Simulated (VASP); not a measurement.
Here is a VASP 6.6.1 calculation.

File INCAR:

```
PREC = Accurate
ENCUT = 520
EDIFF = 1E-6
ISMEAR = 0
SIGMA = 0.15
LREAL = False
LASPH = True
NELM = 60
ALGO = Fast
ISIF = 2
LWAVE = False
LCHARG = True
GGA = PE
LELF = True
LVHAR = True
NBANDS = 12
```

Contents of KPOINTS:

```
Automatic mesh
0
Gamma
  24 24 24
```

Contents of POSCAR:

```
Cu
1.0
    0.0000000000      1.8578503108      2.0070356908
    1.8578503108      0.0000000000      2.0070356908
    1.8578503108      1.8578503108      0.0000000000
Cu
1
Direct
    0.0000000000      0.0000000000      0.0000000000
```

Potentials or basis: VASP PAW PBE potentials, release 64 (Cu).

The run is started by

```console
$ cat potpaw_PBE.64/Cu/POTCAR > POTCAR
$ mpirun -np 1 vasp_std > vasp.out
```

Q: Predict the pressure.

A: -12.9 GPa.

Stress tensor (GPa, compression positive):
```
-11.66   0.00   0.00
  0.00 -11.66   0.00
  0.00   0.00 -15.31
```
